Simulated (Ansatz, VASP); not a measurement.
## Two plane-wave programs on Sn

```
Sn
1.0
     0.00000    3.32890    3.32890
     3.32890    0.00000    3.32890
     3.32890    3.32890    0.00000
Sn
2
Direct
  0.50000 0.50000 0.50000
  0.75000 0.75000 0.75000
```

Alike in both runs: task single point; functional PBE; k mesh 4 × 4 × 4; occupations fermi-dirac, width 0.1 eV; no spin polarisation.

|  | VASP | Ansatz |
| --- | --- | --- |
| version | VASP 6.6.1 | Ansatz 0.2.0 |
| potentials or method | VASP PAW PBE potentials, release 64 (Sn_d), cutoff 520 eV | plane waves (420 eV) with PAW, scalar-relativistic |
| valence electrons in the cell | 28 | 28 |

```csv
,VASP,Ansatz,Ansatz less VASP
pressure (GPa),0.5,0.5,+0.05
```

The functional is the same, so the differences come from potentials, cutoffs and numerics.

The k mesh is coarse, so the values compare programs but aren't converged.
